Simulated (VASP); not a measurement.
# Ge (Fmmm) in VASP: further runs

Ge is run at these levels: LDA; tasks: single point.

Program: VASP 6.6.1. These are calculated values, not measurements. Logs are shortened: lines on timing, memory, paths and dates and some standing lists are left out, and cuts for length are marked.

### 1 The cell of the first run

The structure is orthorhombic, space group Fmmm (No. 69). Conventional cell: a = 5.330 Å, b = 5.847 Å, c = 10.366 Å, α = 90.00°, β = 90.00°, γ = 90.00°. Ge (site symmetry m2m) has 8 Ge at 2.65 to 3.21 Å within 3.5 Å. Ge (site symmetry mm2) has 12 Ge at 2.75 to 3.74 Å within 3.8 Å.

### 2 Single point, LDA

INCAR reads:

```
ALGO = Normal ; EDIFF = 1E-7
ENCUT = 520 ; GGA = CA
ISIF = 2 ; ISMEAR = -1
LASPH = T ; LCHARG = F
LREAL = F ; LWAVE = F
NBANDS = 36 ; NELM = 100
PREC = Accurate ; SIGMA = 0.05
```

KPOINTS reads:

```
k-points
0
Gamma
  7 7 7
```

POSCAR reads:

```
Ge
1.0
    0.0000000000      2.9237146180      5.1829841015
    2.6651127723      0.0000000000      5.1829841015
    2.6651127723      2.9237146180      0.0000000000
Ge
4
Direct
    0.7264900000      0.2735100000      0.7264900000
    0.2735100000      0.7264900000      0.2735100000
    0.2181330000      0.2181330000      0.7818670000
    0.7818670000      0.7818670000      0.2181330000
```

Potentials or basis: VASP PAW LDA potentials, release 64 (Ge_d).

Run with:

```sh
cat potpaw_LDA.64/Ge_d/POTCAR > POTCAR
mpirun -np 1 vasp_std > vasp.out
```

OUTCAR:

```text
EDIFF = 1E-7
   ENCUT = 520
   GGA = CA
   ISIF = 2
   ISMEAR = -1
   LASPH = T
   LREAL = F
   NELM = 100
   PREC = Accurate

 ion  position               nearest neighbor table
   1  0.726  0.274  0.726-   2 2.65   2 2.68   2 2.68   3 2.77   4 2.77
   2  0.274  0.726  0.274-   1 2.65   1 2.68   1 2.68   3 2.77   4 2.77
   3  0.218  0.218  0.782-   4 2.75   4 2.75   1 2.77   2 2.77
   4  0.782  0.782  0.218-   3 2.75   3 2.75   1 2.77   2 2.77

  LATTYP: Found a face centered orthorhombic cell.
 ALAT       =     5.3302255446
 B/A-ratio  =     1.0970322338
 C/A-ratio  =     1.9447522654

  Lattice vectors:

 A1 = (   0.0000000000,   2.9237146180,   5.1829841015)
 A2 = (   2.6651127723,   0.0000000000,   5.1829841015)
 A3 = (   2.6651127723,   2.9237146180,   0.0000000000)

Analysis of symmetry for initial positions (statically):
=====================================================================
 Subroutine PRICEL returns:
 Original cell was already a primitive cell.

 Routine SETGRP: Setting up the symmetry group for a
 face centered orthorhombic supercell.

 Subroutine GETGRP returns: Found  8 space group operations
 (whereof  8 operations were pure point group operations)
 out of a pool of  8 trial point group operations.

The static configuration has the point symmetry D_2h.

Analysis of symmetry for dynamics (positions and initial velocities):
=====================================================================
 Subroutine PRICEL returns:
 Original cell was already a primitive cell.

 Routine SETGRP: Setting up the symmetry group for a
 face centered orthorhombic supercell.

 Subroutine GETGRP returns: Found  8 space group operations
 (whereof  8 operations were pure point group operations)
 out of a pool of  8 trial point group operations.

The dynamic configuration has the point symmetry D_2h.

 Subroutine INISYM returns: Found  8 space group operations
 (whereof  8 operations are pure point group operations),
 and found     1 'primitive' translations

----------------------------------------------------------------------------------------

                                     Primitive cell

  volume of cell :      80.7719

  direct lattice vectors                    reciprocal lattice vectors
     0.000000000  2.923714618  5.182984101    -0.187609322  0.171015323  0.096469522
     2.665112772  0.000000000  5.182984101     0.187609322 -0.171015323  0.096469522
     2.665112772  2.923714618  0.000000000     0.187609322  0.171015323 -0.096469522

  length of vectors
     5.950750487  5.828048583  3.956126042     0.271569268  0.271569268  0.271569268

  position of ions in fractional coordinates (direct lattice)
     0.726490000  0.273510000  0.726490000
     0.273510000  0.726490000  0.273510000
     0.218133000  0.218133000  0.781867000
     0.781867000  0.781867000  0.218133000

  ion indices of the primitive-cell ions
   primitive index   ion index
                 1           1
                 2           2
                 3           3
                 4           4

----------------------------------------------------------------------------------------

 KPOINTS: k-points

Automatic generation of k-mesh.
 Grid dimensions read from file:
 generate k-points for:    7    7    7

 Generating k-lattice:

  Cartesian coordinates                     Fractional coordinates (reciprocal lattice)
    -0.026801332  0.024430760  0.013781360     0.142857143 -0.000000000 -0.000000000
     0.026801332 -0.024430760  0.013781360     0.000000000  0.142857143  0.000000000
     0.026801332  0.024430760 -0.013781360     0.000000000  0.000000000  0.142857143

  Length of vectors
     0.038795610  0.038795610  0.038795610

  Shift w.r.t. Gamma in fractional coordinates (k-lattice)
     0.000000000  0.000000000  0.000000000

 Subroutine IBZKPT returns following result:
 ===========================================

 Found     64 irreducible k-points:

 Following reciprocal coordinates:
            Coordinates               Weight
  0.000000  0.000000  0.000000      1.000000
  0.142857 -0.000000  0.000000      8.000000
  0.285714 -0.000000  0.000000      8.000000
  0.428571 -0.000000  0.000000      8.000000
  0.142857  0.142857  0.000000      2.000000
  0.285714  0.142857  0.000000      8.000000
[... 16 lines left out ...]
  0.000000  0.142857  0.142857      2.000000
  0.285714  0.142857  0.142857      4.000000
 [... further k-points ...]
   k-points           NKPTS =     64   k-points in BZ     NKDIM =     64   number of bands    NBANDS=     36
   number of dos      NEDOS =    301   number of ions     NIONS =      4
   total plane-waves  NPLWV =  69120
   dimension x,y,z NGX =    48 NGY =   48 NGZ =   30
   dimension x,y,z NGXF=    96 NGYF=   96 NGZF=   60
   ions per type =               4
   NGX,Y,Z   is equivalent  to a cutoff of  13.41, 13.69, 12.61 a.u.
   NGXF,Y,Z  is equivalent  to a cutoff of  26.82, 27.38, 25.21 a.u.
 SYSTEM =  unknown system
   PREC   = accura    normal or accurate (medium, high low for compatibility)
   ISTART =      0    job   : 0-new  1-cont  2-samecut
   ICHARG =      2    charge: 1-file 2-atom 10-const
   ISPIN  =      1    spin polarized calculation?
   LNONCOLLINEAR =      F non collinear calculations
   LSORBIT =      F    spin-orbit coupling
   LASPH  =      T    aspherical Exc in radial PAW
   ENCUT  =  520.0 eV  38.22 Ry    6.18 a.u.  11.06 10.84  7.36*2*pi/ulx,y,z
   NELM   =    100;   NELMIN=  2; NELMDL= -5     # of ELM steps
   EDIFF  = 0.1E-06   stopping-criterion for ELM
   LREAL  =      F    real-space projection
   EDIFFG = 0.1E-05   stopping-criterion for IOM
   NSW    =      0    number of steps for IOM
   IBRION =     -1    ionic relax: 0-MD 1-quasi-New 2-CG
   NFREE  =      0    steps in history (QN), initial steepest desc. (CG)
   ISIF   =      2    stress and relaxation
   ISYM   =      2    0-nonsym 1-usesym 2-fastsym
   POTIM  = 0.5000    time-step for ionic-motion
   TEBEG  =    0.0;   TEEND  =   0.0 temperature during run
   PSTRESS=    0.0 pullay stress
   NELECT =      56.0000    total number of electrons
   NUPDOWN=      -1.0000    fix difference up-down
   EMIN   =  10.00;   EMAX   =-10.00  energy-range for DOS
   EFERMI =   0.00;   METHOD = LEGACY
   ISMEAR =    -1;   SIGMA  =   0.05  broadening in eV -4-tet -1-fermi 0-gaus
   EFERMI_NEDOS =   21; number of points for ismear=-14 and -15
   IALGO  =     38    algorithm
   IMIX   =      4    mixing-type and parameters
     AMIX     =   0.40;   BMIX     =  1.00
     AMIX_MAG =   1.60;   BMIX_MAG =  1.00
  volume/ion in A,a.u.               =      20.19       136.27
  Fermi-wavevector in a.u.,A,eV,Ry     =   1.448941  2.738101 28.564478  2.099430
  Thomas-Fermi vector in A             =   2.566724
   LORBIT       =      0    0 simple, 1 ext, 2 COOP (PROOUT), +10 PAW based schemes
   GGA     = CA    functional components
   LHFCALC =     F    Hartree Fock is set to
   AEXX    =    0.0000 exact exchange contribution
   IVDW    =     0    specifies the selected vdW correction
   LEPSILON=     F    determine dielectric tensor
   LRPA    =     F    only Hartree local field effects (RPA)
 non-spin polarized calculation
  energy-cutoff  :      520.00
  volume of cell :       80.77
 maximum number of plane-waves:      2195
 NGX is ok and might be reduce to    48
   NGX = 23   NGY = 21   NGZ = 15

 number of electron      56.0000011 magnetization

 Free energy of the ion-electron system (eV)
  ---------------------------------------------------
  ext. energy  EPLUGINS =         0.00000000
  ---------------------------------------------------
  free energy    TOTEN  =       -19.83952981 eV

  energy without entropy =      -19.82757969  energy(sigma->0) =      -19.83355475

 E-fermi :   5.5638     XC(G=0): -11.1690

 val. band max:        5.5201428296   @ k =   0.2857  -0.2857   0.1429
 cond. band min:       5.5734523720   @ k =  -0.4286   0.2857   0.1429
 fundamental gap:      0.0533095423
 Fermi energy:         5.5638137949

 k-point     1 :       0.0000    0.0000    0.0000
  band No.  band energies     occupation
      1     -19.1849      2.00000
      2     -19.1411      2.00000
      3     -19.1094      2.00000
      4     -19.0986      2.00000
      5     -19.0984      2.00000
      6     -19.0963      2.00000
[... 28 lines left out ...]
     35      12.5104      0.00000
     36      12.6215      0.00000

 k-point     2 :       0.1429   -0.0000    0.0000
  band No.  band energies     occupation
      1     -19.1741      2.00000
      2     -19.1356      2.00000
      3     -19.1105      2.00000
      4     -19.1002      2.00000
      5     -19.0947      2.00000
      6     -19.0932      2.00000
[... 28 lines left out ...]
     35      11.9441      0.00000
     36      12.3975      0.00000

 k-point     3 :       0.2857   -0.0000    0.0000
  band No.  band energies     occupation
      1     -19.1443      2.00000
      2     -19.1203      2.00000
      3     -19.1145      2.00000
      4     -19.1036      2.00000
      5     -19.0884      2.00000
      6     -19.0807      2.00000
[... 28 lines left out ...]
     35      11.9960      0.00000
     36      12.1728      0.00000
[... 742 lines left out ...]
 k-point    23 :       0.0000    0.1429    0.1429
  band No.  band energies     occupation
      1     -19.1565      2.00000
      2     -19.1325      2.00000
      3     -19.1147      2.00000
      4     -19.0990      2.00000
      5     -19.0961      2.00000
      6     -19.0914      2.00000
[... 28 lines left out ...]
     35      11.4059      0.00000
     36      12.5855      0.00000

 k-point    24 :       0.2857    0.1429    0.1429
  band No.  band energies     occupation
      1     -19.1749      2.00000
      2     -19.1272      2.00000
      3     -19.1123      2.00000
      4     -19.1043      2.00000
      5     -19.0932      2.00000
      6     -19.0860      2.00000
[... 28 lines left out ...]
     35      11.8938      0.00000
     36      12.6248      0.00000

 [... further k-points ...]

------------------------ aborting loop because EDIFF is reached ----------------------------------------

  FORCE on cell =-STRESS in cart. coord.  units (eV):
  Direction    XX          YY          ZZ          XY          YZ          ZX
  --------------------------------------------------------------------------------------
  -------------------------------------------------------------------------------------
  Total       -3.9535744     -3.3861289     -3.3911105      0.0000000      0.0000000      0.0000000
  in kB      -78.4223868    -67.1666403    -67.2654544      0.0000000      0.0000000      0.0000000
  external PRESSURE =     -70.9514939 kB  Pullay stress =       0.0000000 kB

 VOLUME and BASIS-vectors are now :
 -----------------------------------------------------------------------------
  energy-cutoff  :      520.00
  volume of cell :       80.77
      direct lattice vectors                 reciprocal lattice vectors
     0.000000000  2.923714618  5.182984101    -0.187609322  0.171015323  0.096469522
     2.665112772  0.000000000  5.182984101     0.187609322 -0.171015323  0.096469522
     2.665112772  2.923714618  0.000000000     0.187609322  0.171015323 -0.096469522

 POSITION                                       TOTAL-FORCE (eV/Angst)
 -----------------------------------------------------------------------------------
      2.66511      4.24810      5.18298         0.000000     -0.045667      0.000000
      2.66511      1.59933      5.18298         0.000000      0.045667      0.000000
      2.66511      2.92371      2.26116         0.000000      0.000000     -0.009244
      2.66511      2.92371      8.10481         0.000000      0.000000      0.009244
 -----------------------------------------------------------------------------------
    total drift:                                0.000000      0.000000      0.000000

  FREE ENERGIE OF THE ION-ELECTRON SYSTEM (eV)
  ---------------------------------------------------
  free  energy   TOTEN  =       -19.8395298058 eV

  energy  without entropy=      -19.8275796914  energy(sigma->0) =      -19.83355475
```

Wall time 3.9 min (1 thread of Intel Xeon 8259CL, shared host); peak memory 0.29 GiB.

What came out:

* Free energy: -19.8395 eV
* Pressure: -7.1 GPa
* Largest force: 0.046 eV/Å
* Band gap on the k mesh: zero (bands 28 and 29 overlap by 2.65 eV)

Forces in eV/Å, atoms in the order of the input:
```
Ge   0.000 -0.046  0.000
Ge   0.000  0.046  0.000
Ge   0.000  0.000 -0.009
Ge   0.000  0.000  0.009
```

Stress tensor (GPa, compression positive):
```
-7.84  0.00  0.00
 0.00 -6.72  0.00
 0.00  0.00 -6.73
```

Levels at points of the mesh, in eV from the Fermi level:
| k point | band 26 | band 27 | band 28 | band 29 | band 30 | band 31 |
| --- | --- | --- | --- | --- | --- | --- |
| (0.00, 0.00, 0.00) | -2.14 | -1.81 | -1.65 | -1.44 | 3.12 | 3.92 |

Caveat: the cell stands under tension.

### 3 Single point, LDA

This run uses another cell than the first one, of 20.58 Å³/atom.

INCAR reads:

```
SYSTEM = Ge
PREC = Accurate ; ENCUT = 520
EDIFF = 1E-6 ; ISMEAR = -1
SIGMA = 0.05 ; LREAL = .FALSE.
LASPH = .TRUE. ; NELM = 80
ALGO = Normal ; ISIF = 2
LWAVE = .FALSE. ; LCHARG = .FALSE.
GGA = CA ; NBANDS = 36
```

KPOINTS reads:

```
regular mesh
0
G
  7 7 7
  0 0 0
```

POSCAR reads:

```
Ge
1.0
    0.0000000000      2.9423375062      5.2159976292
    2.6820884705      0.0000000000      5.2159976292
    2.6820884705      2.9423375062      0.0000000000
Ge
4
Direct
    0.7264900000      0.2735100000      0.7264900000
    0.2735100000      0.7264900000      0.2735100000
    0.2181330000      0.2181330000      0.7818670000
    0.7818670000      0.7818670000      0.2181330000
```

Potentials or basis: VASP PAW LDA potentials, release 64 (Ge_d).

Run with:

```sh
cat potpaw_LDA.64/Ge_d/POTCAR > POTCAR
mpirun -np 1 vasp_std > vasp.out
```

Run time: 3.6 min. Hardware: 1 thread of Intel Xeon 8259CL, shared host; peak memory 0.29 GiB.

Results (log left out):

```yaml
Free_energy: -19.7664 eV
Pressure: -8.2 GPa
Largest_force: 0.047 eV/Å
Band_gap_on_the_k_mesh: zero (bands 28 and 29 overlap by 2.61 eV)
```

Forces in eV/Å, atoms in the order of the input:
```
Ge   0.000 -0.047  0.000
Ge   0.000  0.047  0.000
Ge   0.000  0.000 -0.021
Ge   0.000  0.000  0.021
```

Stress tensor (GPa, compression positive):
```
-9.00  0.00  0.00
 0.00 -7.83  0.00
 0.00  0.00 -7.77
```

Levels at points of the mesh, in eV from the Fermi level:
```
           k point  band 25  band 26  band 27  band 28  band 29  band 30  band 31  band 32
(0.00, 0.00, 0.00)    -2.95    -2.09    -1.76    -1.60    -1.39     3.16     3.87     3.96
```

Caveat: the cell stands under tension.

The gap in the log of VASP goes by the Fermi energy; the results here count the filled bands.